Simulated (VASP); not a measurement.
Here is a VASP 6.6.1 calculation.

Contents of INCAR:

```
SYSTEM = BiTe
ALGO = Normal
EDIFF = 1E-7
ENCUT = 520
GGA = PE
ISIF = 2
ISMEAR = 0
LASPH = .TRUE.
LCHARG = .TRUE.
LELF = .TRUE.
LREAL = .FALSE.
LVHAR = .TRUE.
LWAVE = .FALSE.
NBANDS = 29
NELM = 80
PREC = Accurate
SIGMA = 0.05
```

Contents of KPOINTS:

```
k-points
0
G
  6 6 3
  0 0 0
```

POSCAR

```
BiTe
1.0
    4.3357504981      0.5662873885     -0.0002445383
    0.5662873885      4.3319538841      0.0002869921
   -0.0004890767      0.0005739842      7.3331759735
Bi Te
2 2
Direct
    0.0044350142     -0.0069743183      0.0030510201
    0.0044212784     -0.0069905156      0.5030479378
    0.6274065094      0.6153268418      0.2530646902
    0.3814576295      0.3706903930      0.7530413375
```

Potentials or basis: VASP PAW PBE potentials, release 64 (Bi_d, Te).

Run with:

```console
$ cat potpaw_PBE.64/Bi_d/POTCAR potpaw_PBE.64/Te/POTCAR > POTCAR
$ mpirun -np 1 vasp_std > vasp.out
```

(1) Predict the pressure.

(2) Predict the largest force.

(3) Estimate the band gap on the k mesh.

## Answers

(1) 0.0 GPa.

(2) 0.005 eV/Å.

(3) zero (bands 21 and 22 overlap by 2.38 eV).

Caveat: spin-orbit coupling is left out, which moves the levels of the heavy elements.
